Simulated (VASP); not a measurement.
Input of a VASP 6.6.1 run:

INCAR

```
SYSTEM = W
  PREC = Accurate
  ENCUT = 520
  EDIFF = 1E-6
  ISMEAR = -1
  SIGMA = 0.02
  LREAL = .False.
  LASPH = .True.
  NELM = 100
  ALGO = Normal
  ISIF = 2
  LWAVE = .False.
  LCHARG = .True.
  LELF = .True.
  LVHAR = .True.
  NBANDS = 13
```

File KPOINTS:

```
regular mesh
0
Gamma
  9 9 9
  0 0 0
```

The input POSCAR:

```
W
1.0
   -1.5674828403      1.5674828403      1.5674828403
    1.5674828403     -1.5674828403      1.5674828403
    1.5674828403      1.5674828403     -1.5674828403
W
1
Direct
    0.0000000000      0.0000000000      0.0000000000
```

Potentials or basis: VASP PAW LDA potentials, release 64 (W_sv).

Command:

```console
$ cat potpaw_LDA.64/W_sv/POTCAR > POTCAR
$ mpirun -np 1 vasp_std > vasp.out
```

Problem. Predict the pressure.

Solution. 2.0 GPa.

Problem. Estimate the band gap on the k mesh.

Solution. Zero (band 7 reaches 15.90 eV, above the bottom of band 8 at 10.43 eV).

Caveat: spin-orbit coupling is left out, which moves the levels of the heavy elements.
